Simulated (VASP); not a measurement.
Here is a VASP 6.6.1 calculation.

Contents of POSCAR:

```
AsPdPtS2
1.0
    3.7966262300      0.0000000000      0.0000000000
    1.8983131100     -8.0238607100      0.0000000000
    0.0000000000      0.0000000000     -5.9152978100
Pt Pd As S
2 2 2 4
Direct
    0.2330000000      0.6400000000      0.7500000000
    0.8730000000      0.3600000000      0.2500000000
    0.5060000000      0.0920000000      0.7510000000
    0.5980000000      0.9080000000      0.2510000000
    0.2820000000      0.5400000000      0.1330000000
    0.8220000000      0.4600000000      0.6330000000
    0.4660000000      0.1680000000      0.3500000000
    0.6340000000      0.8320000000      0.8500000000
    0.1660000000      0.7680000000      0.3500000000
    0.9340000000      0.2320000000      0.8500000000
```

INCAR.step1

```
SYSTEM = AsPdPtS2
PREC = Accurate ; ENCUT = 520
ISMEAR = -1 ; SIGMA = 0.1
LREAL = .False. ; LASPH = .True.
NELM = 100 ; NBANDS = 48
GGA = PE ; ALGO = Normal
EDIFF = 1E-4 ; LWAVE = .True.
LCHARG = .False.
```

The input INCAR.step2:

```
SYSTEM = AsPdPtS2
PREC = Accurate ; ENCUT = 520
EDIFF = 1E-7 ; ISMEAR = -1
SIGMA = 0.1 ; LREAL = .False.
LASPH = .True. ; NELM = 100
ALGO = Normal ; ISIF = 2
LWAVE = .False. ; LCHARG = .False.
METAGGA = R2SCAN ; LMIXTAU = .True.
NBANDS = 48 ; ISTART = 1
```

KPOINTS

```
Automatic mesh
0
Gamma
  5 5 3
  0 0 0
```

Potentials or basis: VASP PAW PBE potentials, release 64 (Pt, Pd, As, S).

Command:

```sh
$ cat potpaw_PBE.64/Pt/POTCAR potpaw_PBE.64/Pd/POTCAR potpaw_PBE.64/As/POTCAR potpaw_PBE.64/S/POTCAR > POTCAR
$ cp INCAR.step1 INCAR
$ mpirun -np 1 vasp_std > vasp.out
$ cp INCAR.step2 INCAR
$ mpirun -np 1 vasp_std > vasp.out
```

Problem. Predict the largest force.

Solution. 1.989 eV/Å.

Problem. Predict the pressure.

Solution. 4.2 GPa.

Stress tensor (GPa, compression positive):
```
 3.92  0.00 -0.04
 0.00  8.60  0.00
-0.04  0.00  0.12
```

Caveat: the PAW data sets were made with another functional, which shifts forces and pressure a little.
